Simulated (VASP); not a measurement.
Runs of VASP 6.6.1 on KF. The structure is that of space group Fm-3m (No. 225), or close to it. The cells are those of the table. 

```tsv
task	cell	k mesh	cutoff (eV)	smearing	gap on the mesh (eV)	pressure (GPa)	relaxed volume (Å³/atom)
single point	a = 3.673 Å, angles 60.0°, 2 atoms	8 × 8 × 8	520	gaussian 0.02 eV	6.64	5.2	-
single point	a = 3.871 Å, angles 60.0°, 2 atoms	8 × 8 × 8	520	gaussian 0.02 eV	5.80	-0.8	-
single point	a = 3.781 Å, angles 60.0°, 2 atoms	6 × 6 × 6	600	gaussian 0.1 eV	6.16	(c)	-
single point	a = 3.714 Å, angles 60.0°, 2 atoms	8 × 8 × 8	520	gaussian 0.02 eV	(a)	(b)	-
single point	a = 3.833 Å, angles 60.0°, 2 atoms	8 × 8 × 8	520	gaussian 0.02 eV	5.95	0.0	-
relaxation of cell and atoms	relaxed from a = 3.781 Å, angles 60.0°, 2 atoms	8 × 8 × 8	600	gaussian 0.02 eV	5.95	0.0	19.92
single point	a = 3.779 Å, angles 60.0°, 2 atoms	6 × 6 × 6	600	gaussian 0.1 eV	6.17	1.4	-
relaxation of cell and atoms	relaxed from a = 3.804 Å, angles 60.0°, 2 atoms	8 × 8 × 8	600	gaussian 0.02 eV	5.95	0.0	19.91
single point	a = 3.832 Å, angles 60.0°, 2 atoms	8 × 8 × 8	520	gaussian 0.02 eV	5.95	0.0	-
single point	a = 3.956 Å, angles 60.0°, 2 atoms	8 × 8 × 8	520	gaussian 0.02 eV	5.50	-2.2	-
```

Alike in all rows: level PBE; potentials or basis VASP PAW PBE potentials, release 64 (K_sv, F); no spin polarisation.

Problem. Estimate the missing entries.

Solution. (a) 6.45; (b) 3.5; (c) 1.3.

Caveats: the cell stands under pressure (at least some runs).

A k mesh can miss the band edges.
